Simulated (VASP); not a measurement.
# Zr2O (P6_3/mmc) in VASP: further runs

The runs below take Zr2O through single point, with PBEsol.

Everything below comes from runs of VASP 6.6.1. Logs are shortened: lines on timing, memory, paths and dates and some standing lists are left out, and cuts for length are marked.

## (1) The cell of the first run

Symmetry: P6_3/mmc, No. 194, hexagonal system. Conventional cell: a = 3.148 Å, b = 3.148 Å, c = 10.972 Å, α = 90.00°, β = 90.00°, γ = 120.00°. Zr (site symmetry 3m) has 3 O at 2.44 Å and 10 Zr at 2.87 to 3.26 Å within 3.3 Å. O (site symmetry -6m2) has 6 Zr at 2.44 Å and 6 O at 3.15 Å within 3.2 Å.

## (2) Single point, PBEsol

The input, INCAR:

```
ALGO     = Normal         # electronic algorithm
EDIFF    = 1E-6           # SCF threshold, eV
ENCUT    = 520            # plane-wave cutoff, eV
GGA      = PS             # functional
ISIF     = 2              # what is computed and relaxed
ISMEAR   = 0              # smearing method
LASPH    = True           # aspherical terms in the spheres
LCHARG   = True           # write CHGCAR
LELF     = True           # ELF
LREAL    = False          # projectors in reciprocal space
LVHAR    = True         
LWAVE    = False          # write WAVECAR
NBANDS   = 39             # bands
NELM     = 80             # most SCF steps
PREC     = Accurate       # precision mode
SIGMA    = 0.1            # smearing width, eV
```

The input, KPOINTS:

```
k-points
0
Gamma
  6 6 2
```

The input, POSCAR:

```
Zr2O
1.0
    3.1480335583      0.0000000000      0.0000000000
   -1.5740167792      2.7262770335      0.0000000000
    0.0000000000      0.0000000000     10.9723787554
Zr O
4 2
Direct
    0.6666666667      0.3333333333      0.8986176343
    0.3333333333      0.6666666667      0.3986176343
    0.6666666667      0.3333333333      0.6013823657
    0.3333333333      0.6666666667      0.1013823657
    0.0000000000      0.0000000000      0.7500000000
    0.0000000000      0.0000000000      0.2500000000
```

Potentials or basis: VASP PAW PBE potentials, release 64 (Zr_sv, O).

Launch:

```
> cat potpaw_PBE.64/Zr_sv/POTCAR potpaw_PBE.64/O/POTCAR > POTCAR
> mpirun -np 1 vasp_std > vasp.out
```

OUTCAR:

```text
EDIFF = 1E-6
   ENCUT = 520
   GGA = PS
   ISIF = 2
   ISMEAR = 0
   LASPH = True
   LREAL = False
   NELM = 80
   PREC = Accurate

 ion  position               nearest neighbor table
   1  0.667  0.333  0.899-   5 2.44   5 2.44   5 2.44   4 2.87   4 2.87   4 2.87   3 3.26
   2  0.333  0.667  0.399-   6 2.44   6 2.44   6 2.44   3 2.87   3 2.87   3 2.87   4 3.26
   3  0.667  0.333  0.601-   5 2.44   5 2.44   5 2.44   2 2.87   2 2.87   2 2.87   1 3.26
   4  0.333  0.667  0.101-   6 2.44   6 2.44   6 2.44   1 2.87   1 2.87   1 2.87   2 3.26
   5  0.000  0.000  0.750-   1 2.44   3 2.44   1 2.44   3 2.44   1 2.44   3 2.44
   6  0.000  0.000  0.250-   2 2.44   4 2.44   2 2.44   4 2.44   2 2.44   4 2.44

  LATTYP: Found a hexagonal cell.
 ALAT       =     3.1480335583
 C/A-ratio  =     3.4854707080

  Lattice vectors:

 A1 = (   3.1480335583,   0.0000000000,   0.0000000000)
 A2 = (  -1.5740167792,   2.7262770335,   0.0000000000)
 A3 = (   0.0000000000,   0.0000000000,  10.9723787554)

Analysis of symmetry for initial positions (statically):
=====================================================================
 Subroutine PRICEL returns:
 Original cell was already a primitive cell.

 Routine SETGRP: Setting up the symmetry group for a
 hexagonal supercell.

 Subroutine GETGRP returns: Found 24 space group operations
 (whereof 12 operations were pure point group operations)
 out of a pool of 24 trial point group operations.

The static configuration has the point symmetry D_3d.
 The point group associated with its full space group is D_6h.

Analysis of symmetry for dynamics (positions and initial velocities):
=====================================================================
 Subroutine PRICEL returns:
 Original cell was already a primitive cell.

 Routine SETGRP: Setting up the symmetry group for a
 hexagonal supercell.

 Subroutine GETGRP returns: Found 24 space group operations
 (whereof 12 operations were pure point group operations)
 out of a pool of 24 trial point group operations.

The dynamic configuration has the point symmetry D_3d.
 The point group associated with its full space group is D_6h.

 Subroutine INISYM returns: Found 24 space group operations
 (whereof 12 operations are pure point group operations),
 and found     1 'primitive' translations

----------------------------------------------------------------------------------------

                                     Primitive cell

  volume of cell :      94.1695

  direct lattice vectors                    reciprocal lattice vectors
     3.148033558  0.000000000  0.000000000     0.317658621  0.183400291  0.000000000
    -1.574016779  2.726277034  0.000000000     0.000000000  0.366800581  0.000000000
     0.000000000  0.000000000 10.972378755     0.000000000  0.000000000  0.091137940

  length of vectors
     3.148033558  3.148033558 10.972378755     0.366800581  0.366800581  0.091137940

  position of ions in fractional coordinates (direct lattice)
     0.666666667  0.333333333  0.898617634
     0.333333333  0.666666667  0.398617634
     0.666666667  0.333333333  0.601382366
     0.333333333  0.666666667  0.101382366
     0.000000000  0.000000000  0.750000000
     0.000000000  0.000000000  0.250000000

  ion indices of the primitive-cell ions
   primitive index   ion index
                 1           1
                 2           2
                 3           3
                 4           4
                 5           5
                 6           6

----------------------------------------------------------------------------------------

 KPOINTS: k-points

Automatic generation of k-mesh.
 Grid dimensions read from file:
 generate k-points for:    6    6    2

 Generating k-lattice:

  Cartesian coordinates                     Fractional coordinates (reciprocal lattice)
     0.052943104  0.030566715  0.000000000     0.166666667  0.000000000  0.000000000
     0.000000000  0.061133430  0.000000000     0.000000000  0.166666667  0.000000000
     0.000000000  0.000000000  0.045568970     0.000000000  0.000000000  0.500000000

  Length of vectors
     0.061133430  0.061133430  0.045568970

  Shift w.r.t. Gamma in fractional coordinates (k-lattice)
     0.000000000  0.000000000  0.000000000

 Subroutine IBZKPT returns following result:
 ===========================================

 Found     14 irreducible k-points:

 Following reciprocal coordinates:
            Coordinates               Weight
  0.000000  0.000000  0.000000      1.000000
  0.166667  0.000000  0.000000      6.000000
  0.333333  0.000000  0.000000      6.000000
  0.500000  0.000000  0.000000      3.000000
  0.166667  0.166667  0.000000      6.000000
  0.333333  0.166667  0.000000     12.000000
  0.333333  0.333333  0.000000      2.000000
  0.000000  0.000000  0.500000      1.000000
  0.166667  0.000000  0.500000      6.000000
  0.333333  0.000000  0.500000      6.000000
  0.500000  0.000000  0.500000      3.000000
  0.166667  0.166667  0.500000      6.000000
  0.333333  0.166667  0.500000     12.000000
  0.333333  0.333333  0.500000      2.000000
   k-points           NKPTS =     14   k-points in BZ     NKDIM =     14   number of bands    NBANDS=     39
   number of dos      NEDOS =    301   number of ions     NIONS =      6
   total plane-waves  NPLWV =  48384
   dimension x,y,z NGX =    24 NGY =   24 NGZ =   84
   dimension x,y,z NGXF=    48 NGYF=   48 NGZF=  168
   ions per type =               4   2
   NGX,Y,Z   is equivalent  to a cutoff of  12.67, 12.67, 12.73 a.u.
   NGXF,Y,Z  is equivalent  to a cutoff of  25.35, 25.35, 25.45 a.u.
 SYSTEM =  unknown system
   PREC   = accura    normal or accurate (medium, high low for compatibility)
   ISTART =      0    job   : 0-new  1-cont  2-samecut
   ICHARG =      2    charge: 1-file 2-atom 10-const
   ISPIN  =      1    spin polarized calculation?
   LNONCOLLINEAR =      F non collinear calculations
   LSORBIT =      F    spin-orbit coupling
   LASPH  =      T    aspherical Exc in radial PAW
   ENCUT  =  520.0 eV  38.22 Ry    6.18 a.u.   5.85  5.85 20.40*2*pi/ulx,y,z
   NELM   =     80;   NELMIN=  2; NELMDL= -5     # of ELM steps
   EDIFF  = 0.1E-05   stopping-criterion for ELM
   LREAL  =      F    real-space projection
   EDIFFG = 0.1E-04   stopping-criterion for IOM
   NSW    =      0    number of steps for IOM
   IBRION =     -1    ionic relax: 0-MD 1-quasi-New 2-CG
   NFREE  =      0    steps in history (QN), initial steepest desc. (CG)
   ISIF   =      2    stress and relaxation
   ISYM   =      2    0-nonsym 1-usesym 2-fastsym
   POTIM  = 0.5000    time-step for ionic-motion
   TEBEG  =    0.0;   TEEND  =   0.0 temperature during run
   PSTRESS=    0.0 pullay stress
   NELECT =      60.0000    total number of electrons
   NUPDOWN=      -1.0000    fix difference up-down
   EMIN   =  10.00;   EMAX   =-10.00  energy-range for DOS
   EFERMI =   0.00;   METHOD = LEGACY
   ISMEAR =     0;   SIGMA  =   0.10  broadening in eV -4-tet -1-fermi 0-gaus
   EFERMI_NEDOS =   21; number of points for ismear=-14 and -15
   IALGO  =     38    algorithm
   IMIX   =      4    mixing-type and parameters
     AMIX     =   0.40;   BMIX     =  1.00
     AMIX_MAG =   1.60;   BMIX_MAG =  1.00
  volume/ion in A,a.u.               =      15.69       105.91
  Fermi-wavevector in a.u.,A,eV,Ry     =   1.408711  2.662078 27.000304  1.984466
  Thomas-Fermi vector in A             =   2.530841
   LORBIT       =      0    0 simple, 1 ext, 2 COOP (PROOUT), +10 PAW based schemes
   GGA     = PS    functional components
   LHFCALC =     F    Hartree Fock is set to
   AEXX    =    0.0000 exact exchange contribution
   IVDW    =     0    specifies the selected vdW correction
   LEPSILON=     F    determine dielectric tensor
   LRPA    =     F    only Hartree local field effects (RPA)
 non-spin polarized calculation
 Gauss-broadening in eV      SIGMA  =   0.10
  energy-cutoff  :      520.00
  volume of cell :       94.17
 maximum number of plane-waves:      2554
 NGX is ok and might be reduce to    24
   NGX = 11   NGY = 11   NGZ = 41

 number of electron      59.9999989 magnetization

 Free energy of the ion-electron system (eV)
  ---------------------------------------------------
  ext. energy  EPLUGINS =         0.00000000
  ---------------------------------------------------
  free energy    TOTEN  =       -55.87265213 eV

  energy without entropy =      -55.86905675  energy(sigma->0) =      -55.87085444

 E-fermi :  10.1146     XC(G=0): -11.9441

 val. band max:        9.9806501085   @ k =   0.5000   0.0000   0.0000
 cond. band min:      10.1807488229   @ k =   0.3333   0.0000   0.0000
 fundamental gap:      0.2000987144
 Fermi energy:        10.1146129301

 k-point     1 :       0.0000    0.0000    0.0000
  band No.  band energies     occupation
      1     -38.8139      2.00000
      2     -38.7912      2.00000
      3     -38.5734      2.00000
      4     -38.5493      2.00000
      5     -17.6613      2.00000
      6     -17.3158      2.00000
[... 31 lines left out ...]
     38      12.4172      0.00000
     39      12.4202      0.00000

 k-point     2 :       0.1667    0.0000    0.0000
  band No.  band energies     occupation
      1     -38.7699      2.00000
      2     -38.7477      2.00000
      3     -38.5571      2.00000
      4     -38.5338      2.00000
      5     -17.5605      2.00000
      6     -17.2588      2.00000
[... 31 lines left out ...]
     38      12.3898      0.00000
     39      12.4928      0.00000

 k-point     3 :       0.3333    0.0000    0.0000
  band No.  band energies     occupation
      1     -38.6723      2.00000
      2     -38.6513      2.00000
      3     -38.5327      2.00000
      4     -38.5110      2.00000
      5     -17.4171      2.00000
      6     -17.2973      2.00000
[... 412 lines left out ...]
 k-point    13 :       0.3333    0.1667    0.5000
  band No.  band energies     occupation
      1     -38.6030      2.00000
      2     -38.6030      2.00000
      3     -38.5198      2.00000
      4     -38.5198      2.00000
      5     -17.3513      2.00000
      6     -17.3513      2.00000
[... 31 lines left out ...]
     38      13.4015      0.00000
     39      14.3651      0.00000

 k-point    14 :       0.3333    0.3333    0.5000
  band No.  band energies     occupation
      1     -38.5563      2.00000
      2     -38.5563      2.00000
      3     -38.5360      2.00000
      4     -38.5360      2.00000
      5     -17.2449      2.00000
      6     -17.2449      2.00000
[... 31 lines left out ...]
     38      13.2941      0.00000
     39      13.6652      0.00000

------------------------ aborting loop because EDIFF is reached ----------------------------------------

  FORCE on cell =-STRESS in cart. coord.  units (eV):
  Direction    XX          YY          ZZ          XY          YZ          ZX
  --------------------------------------------------------------------------------------
  -------------------------------------------------------------------------------------
  Total        2.6650068      2.6650068      1.7765338     -0.0000000      0.0000000      0.0000000
  in kB       45.3418024     45.3418024     30.2255299     -0.0000000      0.0000000      0.0000000
  external PRESSURE =      40.3030449 kB  Pullay stress =       0.0000000 kB

 VOLUME and BASIS-vectors are now :
 -----------------------------------------------------------------------------
  energy-cutoff  :      520.00
  volume of cell :       94.17
      direct lattice vectors                 reciprocal lattice vectors
     3.148033558  0.000000000  0.000000000     0.317658621  0.183400291  0.000000000
    -1.574016779  2.726277034  0.000000000     0.000000000  0.366800581  0.000000000
     0.000000000  0.000000000 10.972378755     0.000000000  0.000000000  0.091137940

 POSITION                                       TOTAL-FORCE (eV/Angst)
 -----------------------------------------------------------------------------------
      1.57402      0.90876      9.85997         0.000000     -0.000000     -3.232243
     -0.00000      1.81752      4.37378        -0.000000      0.000000     -3.232243
      1.57402      0.90876      6.59860         0.000000      0.000000      3.232243
     -0.00000      1.81752      1.11241        -0.000000      0.000000      3.232243
      0.00000      0.00000      8.22928         0.000000      0.000000      0.000000
      0.00000      0.00000      2.74309         0.000000      0.000000     -0.000000
 -----------------------------------------------------------------------------------
    total drift:                                0.000000     -0.000000     -0.000000

  FREE ENERGIE OF THE ION-ELECTRON SYSTEM (eV)
  ---------------------------------------------------
  free  energy   TOTEN  =       -55.8726521268 eV

  energy  without entropy=      -55.8690567526  energy(sigma->0) =      -55.87085444
```

Wall time 24 s (1 thread of Intel Xeon 6975P-C (Granite Rapids), shared host); peak memory 0.22 GiB.

What came out:

| Property | Result |
| --- | --- |
| Free energy | -55.8727 eV |
| Pressure | 4.0 GPa |
| Largest force | 3.232 eV/Å |
| Band gap on the k mesh | zero (bands 30 and 31 overlap by 0.62 eV) |

Forces in eV/Å, atoms in the order of the input:
```
Zr   0.000  0.000 -3.232
Zr   0.000  0.000 -3.232
Zr   0.000  0.000  3.232
Zr   0.000  0.000  3.232
O    0.000  0.000  0.000
O    0.000  0.000  0.000
```

Stress tensor (GPa, compression positive):
```
4.53 0.00 0.00
0.00 4.53 0.00
0.00 0.00 3.02
```

Caveat: the k points lie up to 0.38 Å⁻¹ apart, too coarse for converged energies and pressures of a metal; the PAW data sets were made with another functional, which shifts forces and pressure a little.

(Part 1 of 2 ends here.)
